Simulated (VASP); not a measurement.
**GaP: single point with LDA**

GaP:

```
CELL_PARAMETERS angstrom
0.00000 2.69560 2.69560
2.69560 0.00000 2.69560
2.69560 2.69560 0.00000
ATOMIC_POSITIONS crystal
Ga 0.00000 0.00000 0.00000
P 0.25000 0.25000 0.25000
```

| Item | Value |
| --- | --- |
| Program | VASP 6.6.1 |
| Task | single point |
| Functional | LDA |
| Potentials or basis | VASP PAW LDA potentials, release 64 (Ga_d, P) |
| Cutoff | 500 eV |
| k mesh | 7 × 7 × 7 |
| Occupations | methfessel-paxton, width 0.01 eV |
| Spin | no spin polarisation |

| Quantity | Value |
| --- | --- |
| Pressure | 0.1 GPa |
| Band gap on the k mesh | 1.38 eV (least direct gap 1.91 eV) |

Levels at points of the mesh, in eV from the valence-band top:
```tsv
k point	band 6	band 7	band 8	band 9	band 10	band 11	band 12	band 13
(0.00, 0.00, 0.00)	-12.76	0.00	0.00	0.00	1.91	3.78	3.78	3.78
```

It took 11 s on 1 thread of Intel(R) Xeon(R) Platinum 8259CL CPU @ 2.50GHz (Skylake/Cascade Lake) (shared host), peak memory 0.14 GiB.

Caveat: an odd mesh through Γ misses points on the zone boundary, where band edges can lie.
